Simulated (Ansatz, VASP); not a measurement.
## CuAu: VASP beside Ansatz

```
Cu Au
1.0
     2.81854    0.00000    0.00000
     0.00000    2.81854    0.00000
     0.00000    0.00000    3.69431
Cu Au
1 1
Direct
  0.50000 0.50000 0.50000
  0.00000 0.00000 0.00000
```

Change from the starting cell: volume scaled by 1.02, PAW files.

Alike in both runs: task electric field gradients; functional PBEsol; k mesh 13 × 13 × 10; occupations fermi-dirac, width 0.05 eV; no spin polarisation.

```csv
,VASP,Ansatz
version,VASP 6.6.1,Ansatz 0.2.0
potentials or method,"VASP PAW PBE potentials, release 64 (Cu, Au)","PAW with Ansatz's default frozen-core files, scalar-relativistic"
plane-wave cutoff (eV),520,420
valence electrons in the cell,22,38
```

|  | VASP | Ansatz | Ansatz less VASP |
| --- | --- | --- | --- |
| pressure (GPa) | -5.0 | -5.0 | -0.08 |
| traceless stress, the component that is largest in VASP (GPa) | 0.43 | 0.37 | -0.059 |
| size of Vzz on the site where it differs most (V/Å²) | 75.2 | 49.5 | -25.72 |

VASP's potentials were made for PBE, not for PBEsol. VASP's potentials hold 22 valence electrons a cell and Ansatz's 38, so a difference there can come from the potentials and not from the codes.

Neither program's run includes spin-orbit coupling.
